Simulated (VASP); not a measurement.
# Cd9O8 in VASP: further runs, part 2 of 2

VASP 6.6.1.

## 3. Single point, LDA

The input, INCAR:

```
SYSTEM = Cd9O8
PREC     = Accurate       ! precision mode
ENCUT    = 520            ! plane-wave cutoff, eV
EDIFF    = 1E-6           ! SCF threshold, eV
ISMEAR   = -1             ! smearing method
SIGMA    = 0.05           ! smearing width, eV
LREAL    = Auto         
LASPH    = .TRUE.         ! aspherical terms in the spheres
NELM     = 100            ! most SCF steps
ALGO     = Normal         ! electronic algorithm
ISIF     = 2              ! what is computed and relaxed
LWAVE    = .FALSE.        ! write WAVECAR
LCHARG   = .TRUE.         ! write CHGCAR
GGA      = CA             ! functional
LELF     = .TRUE.         ! ELF
LVHAR    = .TRUE.       
NBANDS   = 92             ! bands
```

The input, KPOINTS:

```
regular mesh
0
G
  2 2 1
  0 0 0
```

The input, POSCAR:

```
Cd9O8
1.0
    6.6892300000      0.0000000000      0.0000000000
    3.3446150000      5.7930430000      0.0000000000
    0.0000000000      0.0000000000     15.0963000000
Cd O
9 8
Direct
    0.0000000000      0.0000000000      0.0662413969
    0.0000007345      0.4999962887      0.0662413969
    0.4999977576      0.0000000000      0.0662413969
    0.4999984921      0.4999962887      0.0662413969
    0.5608626125      0.5981139791      0.3234103721
    0.5581456863      0.1975818236      0.2701854097
   -0.0309333427      0.7168598610      0.2721792757
    0.1774666109      0.1244941562      0.2534462087
    0.2632582622      0.2770737245      0.4163006829
    0.2785323726      0.8633976996      0.1528983923
    0.4303315145      0.2789898159      0.1422666481
    0.8253289433      0.8020309879      0.1298861310
    0.8125481189      0.3675097872      0.0838086154
   -0.0829504581      0.4606732593      0.3203831402
   -0.0742932094      0.0431034260      0.3146333870
    0.2974180777      0.5276846728      0.3473301405
    0.4527992565      0.9971615954      0.3491650272
```

Potentials or basis: VASP PAW LDA potentials, release 64 (Cd, O).

Command:

```console
> cat potpaw_LDA.64/Cd/POTCAR potpaw_LDA.64/O/POTCAR > POTCAR
> mpirun -np 1 vasp_std > vasp.out
```

OUTCAR:

```text
SYSTEM = Cd9O8
   PREC = Accurate
   ENCUT = 520
   EDIFF = 1E-6
   ISMEAR = -1
   LREAL = Auto
   LASPH = .TRUE.
   NELM = 100
   ISIF = 2
   GGA = CA

 ion  position               nearest neighbor table
   1  0.000  0.000  0.066-  10 2.08  13 2.15  12 2.36   8 3.33   2 3.34   3 3.34   4 3.34   4 3.34
                             3 3.34   2 3.34   7 3.70
   2  0.000  0.500  0.066-  13 1.88  12 2.00  11 2.74   3 3.34   1 3.34   4 3.34   4 3.34   1 3.34
                             3 3.34   7 3.39   8 3.57
   3  0.500  0.000  0.066-  11 2.04  12 2.13  10 2.47   2 3.34   4 3.34   1 3.34   1 3.34   4 3.34
                             2 3.34   8 3.40   6 3.45
[... 598 lines left out ...]
  Total       13.9821564     10.5416185      3.4268360      2.9939106      2.9959203      0.8651581
  in kB       38.2940534     28.8711764      9.3853507      8.1996632      8.2051672      2.3694779
  external PRESSURE =      25.5168602 kB  Pullay stress =       0.0000000 kB

 VOLUME and BASIS-vectors are now :
 -----------------------------------------------------------------------------
  energy-cutoff  :      520.00
  volume of cell :      585.00
      direct lattice vectors                 reciprocal lattice vectors
     6.689230000  0.000000000  0.000000000     0.149494037 -0.086310424  0.000000000
     3.344615000  5.793043000  0.000000000     0.000000000  0.172620849  0.000000000
     0.000000000  0.000000000 15.096300000     0.000000000  0.000000000  0.066241397

 POSITION                                       TOTAL-FORCE (eV/Angst)
 -----------------------------------------------------------------------------------
      0.00000      0.00000      1.00000        -0.828752     -0.531262      0.409173
      1.67230      2.89650      1.00000         4.598197      0.005169     -0.884652
      3.34460      0.00000      1.00000        -1.291386     -1.097733     -0.257787
      5.01690      2.89650      1.00000        -4.961599      3.554394     -0.275788
      5.75220      3.46490      4.88230         0.587386      0.701853      0.347786
      4.39440      1.14460      4.07880         2.348101     -0.587968     -0.111681
[... 9 lines left out ...]
      3.75440      3.05690      5.24340         0.856767      0.124776     -0.095659
      6.36400      5.77660      5.27110         0.179175     -3.337655     -0.563594
 -----------------------------------------------------------------------------------
    total drift:                               -0.002133      0.015697     -0.007976

  FREE ENERGIE OF THE ION-ELECTRON SYSTEM (eV)
  ---------------------------------------------------
  free  energy   TOTEN  =       -64.7489693735 eV

  energy  without entropy=      -64.6878199375  energy(sigma->0) =      -64.71839466
```

It took 5.6 min on 1 thread of Intel Xeon Platinum 8488C (Sapphire Rapids), shared host; peak memory 0.52 GiB.

Results:

```yaml
Free_energy: -64.7490 eV
Largest_force: 6.110 eV/Å
Band_gap_on_the_k_mesh: 0.12 eV
```

Forces in eV/Å, atoms in the order of the input:
```
Cd  -0.829 -0.531  0.409
Cd   4.598  0.005 -0.885
Cd  -1.291 -1.098 -0.258
Cd  -4.962  3.554 -0.276
Cd   0.587  0.702  0.348
Cd   2.348 -0.588 -0.112
Cd   0.973  1.426 -0.150
Cd  -2.380  0.058 -0.473
Cd  -1.344  2.356  1.695
O    1.266 -0.568 -0.424
O   -1.251  1.265  0.259
O    0.951  1.518  0.448
O    1.287 -4.296  0.629
O   -0.039 -0.670  0.283
O   -0.951  0.080 -0.836
O    0.857  0.125 -0.096
O    0.179 -3.338 -0.564
```

Levels at points of the mesh, in eV from the valence-band top:
```csv
k point,band 75,band 76,band 77,band 78,band 79,band 80,band 81,band 82
"(0.00, 0.00, 0.00)",-1.23,-0.90,-0.67,-0.47,0.17,1.65,1.91,2.04
"(0.50, 0.00, 0.00)",-1.06,-0.90,-0.51,-0.20,0.40,0.79,1.85,1.97
"(0.50, 0.50, 0.00)",-1.36,-0.83,-0.73,0.00,0.14,0.81,1.77,2.06
"(0.00, 0.50, 0.00)",-1.15,-0.84,-0.78,0.00,0.12,0.78,1.86,2.14
```

Caveat: the k points lie up to 0.54 Å⁻¹ apart; the atoms stand as in a frame of molecular dynamics; there is no dipole correction, which matters where the two faces differ; semilocal functionals underestimate gaps, and a narrow one can read as zero.

## 4. Single point, LDA

The input, INCAR:

```
SYSTEM = Cd9O8
PREC = Accurate ; ENCUT = 520
EDIFF = 1E-6 ; ISMEAR = -1
SIGMA = 0.05 ; LREAL = Auto
LASPH = .True. ; NELM = 100
ALGO = Normal ; ISIF = 2
LWAVE = .False. ; LCHARG = .True.
GGA = CA ; LELF = .True.
LVHAR = .True. ; NBANDS = 92
```

The input, KPOINTS:

```
Automatic mesh
0
Gamma
  2 2 1
  0 0 0
```

The input, POSCAR:

```
Cd9O8
1.0
    6.6892300000      0.0000000000      0.0000000000
    3.3446150000      5.7930430000      0.0000000000
    0.0000000000      0.0000000000     15.0963000000
Cd O
9 8
Direct
    0.0000000000      0.0000000000      0.0662413969
    0.0000007345      0.4999962887      0.0662413969
    0.4999977576      0.0000000000      0.0662413969
    0.4999984921      0.4999962887      0.0662413969
    0.5776567330      0.5369889366      0.3123679312
    0.5358788344      0.1781619781      0.2585732928
   -0.0571834532      0.6254571216      0.2568576406
    0.1019098611      0.0954075432      0.2352496969
    0.2388578840      0.1793703240      0.4054238456
    0.2920408254      0.8557851202      0.1322045799
    0.3487294350      0.2872583545      0.1477381875
    0.8135334837      0.8279241152      0.1486655671
    0.8295756233      0.3624865205      0.1179626796
   -0.0764674377      0.3654555991      0.3404211628
   -0.0791044164     -0.0335920172      0.2978743136
    0.3073112073      0.4575488219      0.3439518293
    0.4437390277      0.8799002528      0.3295443254
```

Command:

```console
> cat potpaw_LDA.64/Cd/POTCAR potpaw_LDA.64/O/POTCAR > POTCAR
> mpirun -np 1 vasp_std > vasp.out
```

It took 7.4 min on 1 thread of Intel Xeon Platinum 8488C (Sapphire Rapids), shared host; peak memory 0.52 GiB.

The run converged. Its results:

| Property | Result |
| --- | --- |
| Free energy | -64.7706 eV |
| Largest force | 3.523 eV/Å |
| Band gap on the k mesh | 0.07 eV (least direct gap 0.09 eV) |

Forces in eV/Å, atoms in the order of the input:
```
Cd  -2.950  0.374 -1.066
Cd   2.963  1.292 -0.827
Cd  -0.003 -1.000 -0.134
Cd  -1.565  0.384  0.676
Cd  -1.393  0.102  0.813
Cd   1.600 -2.666  1.656
Cd   1.622  0.160  2.464
Cd   0.642 -0.158  0.629
Cd   0.801  0.229 -0.153
O    2.342 -1.634 -0.243
O   -1.039  2.065 -1.639
O    0.241  0.676 -2.223
O   -1.687 -1.783  0.906
O    0.656  0.501 -0.513
O   -2.309 -0.212 -0.103
O   -0.473 -0.348  0.065
O    0.553  2.018 -0.307
```

Levels at points of the mesh, in eV from the valence-band top:
```tsv
k point	band 75	band 76	band 77	band 78	band 79	band 80	band 81	band 82
(0.00, 0.00, 0.00)	-0.80	-0.51	-0.48	-0.18	0.60	1.64	1.88	1.99
(0.50, 0.00, 0.00)	-0.62	-0.52	-0.44	-0.08	0.07	1.41	1.60	1.82
(0.50, 0.50, 0.00)	-0.80	-0.61	-0.50	-0.04	0.12	1.32	1.44	1.81
(0.00, 0.50, 0.00)	-0.78	-0.57	-0.54	0.00	0.09	1.45	1.57	1.87
```

Caveat: the k points lie up to 0.54 Å⁻¹ apart; the atoms stand as in a frame of molecular dynamics; there is no dipole correction, which matters where the two faces differ; semilocal functionals underestimate gaps, and a narrow one can read as zero.

## 5. Overview

```tsv
cell	gap on the mesh (eV)	largest force (eV/Å)
as given, atomic positions A	none	4.08
as given, atomic positions B	0.12	6.11
as given, atomic positions C	0.07	3.52
```

Alike in all rows: task single point; level LDA; potentials or basis VASP PAW LDA potentials, release 64 (Cd, O); no spin polarisation; k mesh 2 × 2 × 1; cutoff (eV) 520; smearing fermi-dirac 0.05 eV.

Caveats: all runs use coarse meshes; the atoms stand as in a frame of molecular dynamics; there is no dipole correction, which matters where the two faces differ; semilocal functionals underestimate gaps, and a narrow one can read as zero (at least some runs).

Absolute energies hang on the potentials; compare differences alone.
